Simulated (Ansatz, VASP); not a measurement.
# One calculation of BaTa3O2, two programs

```
Ba Ta O
1.0
     5.22572    0.00000    0.00000
    -2.61286    4.52561    0.00000
     0.00000    0.00000    5.37951
Ba Ta O
1 3 2
Direct
  0.00000 0.00000 0.50000
  0.50000 0.00000 0.00000
  0.00000 0.50000 0.00000
  0.50000 0.50000 0.00000
  0.33333 0.66667 0.00000
  0.66667 0.33333 0.00000
```

Alike in both runs: task single point; functional PBE; k mesh 6 × 6 × 4; occupations gaussian, width 0.1 eV; collinear spin.

|  | VASP | Ansatz |
| --- | --- | --- |
| version | VASP 6.6.1 | Ansatz 0.2.0 |
| potentials or method | VASP PAW PBE potentials, release 64 (Ba_sv, Ta_pv, O), cutoff 520 eV | scalar-relativistic, plane waves, PAW |
| valence electrons in the cell | 55 | 61 |

```tsv
	VASP	Ansatz	Ansatz less VASP
gap on the k mesh at the Fermi level (eV)	none	none	-
net moment per atom (μB)	0.00	0.00	0.000
```

A gap of «none» marks a metal or a gap that the smearing closes. VASP's potentials hold 55 valence electrons a cell and Ansatz's 61, so a difference there can come from the potentials and not from the codes. Ansatz's warnings: seeded moment not kept.

Spin-orbit coupling is off throughout.
